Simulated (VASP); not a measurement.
A run of VASP 6.6.1:

Contents of INCAR:

```
SYSTEM = W4C5
ALGO = Normal
EDIFF = 1E-6
ENCUT = 520
GGA = PE
ISIF = 2
ISMEAR = 0
LASPH = .TRUE.
LCHARG = .FALSE.
LREAL = .FALSE.
LWAVE = .FALSE.
NBANDS = 48
NELM = 60
PREC = Accurate
SIGMA = 0.1
```

The input KPOINTS:

```
k-points
0
G
  12 12 1
  0 0 0
```

POSCAR

```
W4C5
1.0
    2.9217712068      0.0000000000      0.0000000000
   -1.4608856034      2.5303280892      0.0000000000
    0.0000000000      0.0000000000     16.3883078636
C W
5 4
Direct
    0.6666666667      0.3333333333      0.1525477811
    0.6666666667      0.3333333333      0.3262738905
    0.6666666667      0.3333333333      0.5000000000
    0.6666666667      0.3333333333      0.6737261095
    0.6666666667      0.3333333333      0.8474522189
    0.0000000000      0.0000000000      0.2394108358
    0.0000000000      0.0000000000      0.4131369453
    0.0000000000      0.0000000000      0.5868630547
    0.0000000000      0.0000000000      0.7605891642
```

Potentials or basis: VASP PAW PBE potentials, release 64 (C, W_sv).

Run with:

```sh
$ cat potpaw_PBE.64/C/POTCAR potpaw_PBE.64/W_sv/POTCAR > POTCAR
$ mpirun -np 1 vasp_std > vasp.out
```

Hardware: 1 thread of AMD EPYC 9R45 96-Core Processor (Zen 5), on a shared host.

Q: Estimate the wall time of this run.

A: It took 2 min on 1 thread of AMD EPYC 9R45 96-Core Processor (Zen 5), with other jobs on the host, peak memory 0.26 GiB. Counts: scf iterations 20, k points 19.
